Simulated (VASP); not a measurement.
Au: single point with PBE

The system is Au.

```
Au
1.0
     0.00000    2.32585    2.32585
     2.32585    0.00000    2.32585
     2.32585    2.32585    0.00000
Au
2
Direct
  0.87500 0.87500 0.87500
  0.12500 0.12500 0.12500
```

This cell differs from its parent crystal: volume scaled by 0.43.

* Program: VASP 6.6.1
* Task: single point
* Functional: PBE
* Potentials or basis: VASP PAW PBE potentials, release 64 (Au)
* Cutoff: 520 eV
* k mesh: 12 × 12 × 12
* Occupations: fermi-dirac, width 0.05 eV
* Spin: no spin polarisation
* Dipole correction: no
* Further INCAR settings: ALGO = Normal; EDIFF = 1e-06; NBANDS = 18

| Item | Value |
| --- | --- |
| Pressure | 417.6 GPa |
| Band gap on the k mesh | zero (band 11 reaches 17.02 eV, above the bottom of band 12 at 16.22 eV) |

Levels at points of the mesh, in eV from the Fermi level:
```
           k point  band 8  band 9  band 10  band 11  band 12  band 13  band 14  band 15
(0.00, 0.00, 0.00)   -5.57   -5.57    -1.02    -1.02    11.40    12.13    12.46    12.46
(0.50, 0.00, 0.00)   -4.22   -4.22    -2.18    -2.18     0.03     8.89    11.62    11.62
(0.50, 0.50, 0.00)   -7.24   -1.70    -1.70     0.75     0.75     3.18     3.18    11.95
```

Run time: 16 s on 1 thread of Intel(R) Xeon(R) Platinum 8259CL CPU @ 2.50GHz (Skylake/Cascade Lake), on a shared host, peak memory 0.15 GiB.

Caveat: spin-orbit coupling is left out, which moves the levels of the heavy elements.
